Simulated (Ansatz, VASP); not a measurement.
**One calculation of P, two programs**

```
P
1.0
    -2.43709    2.42049    0.00000
     0.00000    0.00000    5.14191
     4.87418    4.84098    0.00000
P
8
Direct
  0.75000 0.43167 0.37500
  0.75000 0.43167 0.87500
  0.25000 0.56833 0.12500
  0.25000 0.56833 0.62500
  0.00000 0.00000 0.25000
  0.00000 0.00000 0.75000
  0.50000 0.00000 0.00000
  0.50000 0.00000 0.50000
```

Alike in both runs: task single point; functional PBE; k mesh 6 × 4 × 4; occupations gaussian, width 0.2 eV; no spin polarisation.

|  | VASP | Ansatz |
| --- | --- | --- |
| version | VASP 6.6.1 | Ansatz 0.2.0 |
| potentials or method | VASP PAW PBE potentials, release 64 (P), cutoff 520 eV | scalar-relativistic, plane waves, PAW |
| valence electrons in the cell | 40 | 40 |

|  | VASP | Ansatz | Ansatz less VASP |
| --- | --- | --- | --- |
| gap on the k mesh at the Fermi level (eV) | none | none | - |
| pressure (GPa) | -0.2 | 0.1 | +0.21 |
| traceless stress, the component that is largest in VASP (GPa) | -0.83 | -0.81 | +0.026 |
| rms of the force components (eV/Å) | 0.011 | 0.009 | -0.0025 |

Atom by atom the forces differ by 0.002 eV/Å (rms over components). A gap of «none» marks a metal or a gap that the smearing closes. With one functional, cell and mesh, what is left measures potentials, basis and numerics.
